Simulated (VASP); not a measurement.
Wanted: the native input for a VASP 6.6.1 run.

| Property | Result |
| --- | --- |
| Task | single point |
| Functional | PBE |
| Potentials or basis | VASP PAW PBE potentials, release 64 (Ni) |
| Cutoff | 600 eV |
| k mesh | 8 × 8 × 8 |
| Occupations | tetrahedron |
| Spin | collinear spin, ferromagnetic start |
| Starting moments | [0.81] μB |
| Dipole correction | no |
| Further INCAR settings | ALGO = Normal; EDIFF = 1e-06; NBANDS = 15 |

The structure of Ni lies in POSCAR:

```
Ni
1.0
    0.0000000000      1.7679500000      1.7679500000
    1.7679500000      0.0000000000      1.7679500000
    1.7679500000      1.7679500000      0.0000000000
Ni
1
Direct
    0.0000000000      0.0000000000      0.0000000000
```

These files were run (other wordings do the same):

INCAR

```
PREC = Accurate
ENCUT = 600
EDIFF = 1E-6
ISMEAR = -5
SIGMA = 0.1
LREAL = F
LASPH = T
NELM = 200
ALGO = Normal
ISIF = 2
LWAVE = F
LCHARG = F
ISPIN = 2
MAGMOM = 0.81
LORBIT = 11
LMAXMIX = 4
GGA = PE
NBANDS = 15
GGA_COMPAT = F
```

KPOINTS

```
regular mesh
0
Gamma
  8 8 8
```

Potentials or basis: VASP PAW PBE potentials, release 64 (Ni).

Run with:

```console
$ cat potpaw_PBE.64/Ni/POTCAR > POTCAR
$ mpirun -np 1 vasp_std > vasp.out
```

Results of the run:

| Quantity | Value |
| --- | --- |
| Pressure | -2.9 GPa |
| Net moment | 0.56 μB per cell |
| Site moments | Ni +0.58 μB |
| Valence electrons inside the program's atomic spheres | Ni 9.28 |

Caveat: the k points lie up to 0.38 Å⁻¹ apart; tetrahedron occupations give inexact forces and stress in metals.

Wall time 13 s on 1 thread of AMD EPYC 7R13 Processor (Zen 3), on a shared host, peak memory 0.1 GiB.
